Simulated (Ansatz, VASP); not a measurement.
**One calculation of TaN, two programs**

Contents of INCAR:

```
SYSTEM = TaN
PREC     = Accurate       ! precision mode
ENCUT    = 520            ! plane-wave cutoff, eV
EDIFF    = 1E-6           ! SCF threshold, eV
ISMEAR   = -1             ! smearing method
SIGMA    = 0.1            ! smearing width, eV
LREAL    = .False.        ! projectors in reciprocal space
LASPH    = .True.         ! aspherical terms in the spheres
NELM     = 80             ! most SCF steps
ALGO     = Normal         ! electronic algorithm
ISIF     = 2              ! what is computed and relaxed
LWAVE    = .False.        ! write WAVECAR
LCHARG   = .False.        ! write CHGCAR
GGA      = PS             ! functional
NBANDS   = 15             ! bands
```

File KPOINTS:

```
Automatic mesh
0
Gamma
  12 12 10
  0 0 0
```

The input POSCAR:

```
TaN
1.0
    2.9380000000      0.0000000000      0.0000000000
   -1.4690000000      2.5443826363      0.0000000000
    0.0000000000      0.0000000000      2.8830000000
Ta N
1 1
Direct
    0.3333333333      0.6666666667      0.5000000000
    0.0000000000      0.0000000000      0.0000000000
```

Input for Ansatz:

```yaml
crystal:
  lattice:
    a: 2.938
    b: 2.938
    c: 2.883
    alpha: 90.0
    beta: 90.0
    gamma: 120.0
  atoms:
    - { symbol: Ta, position: [0.3333333333333333, 0.6666666666666666, 0.5] }
    - { symbol: "N", position: [0.0, 0.0, 0.0] }
kpoints:
  mp_grid:
    grid: [12, 12, 10]
hamiltonian:
  xc: pbesol
  pseudopotentials:
    kind: paw
scf:
  occupations:
    method: fermi_dirac
    width: 0.1
output:
  forces: true
  stress: true
  eigenvalues: true
```

Alike in both runs: task single point; functional PBEsol; k mesh 12 × 12 × 10; occupations fermi-dirac, width 0.1 eV; no spin polarisation.

|  | VASP | Ansatz |
| --- | --- | --- |
| version | VASP 6.6.1 | Ansatz 0.2.0 |
| potentials or method | VASP PAW PBE potentials, release 64 (Ta_pv, N) | plane waves, PAW |
| plane-wave cutoff (eV) | 520 | 420 |
| valence electrons in the cell | 16 | 18 |

```tsv
	VASP	Ansatz	Ansatz less VASP
gap on the k mesh at the Fermi level (eV)	none	none	-
pressure (GPa)	-4.1	-4.9	-0.78
traceless stress, the component that is largest in VASP (GPa)	-0.10	-0.23	-0.130
```

VASP's potentials were made for PBE, not for PBEsol. A gap of «none» marks a metal or a gap that the smearing closes. VASP's potentials hold 16 valence electrons a cell and Ansatz's 18, so a difference there can come from the potentials and not from the codes.

Neither program's run includes spin-orbit coupling.
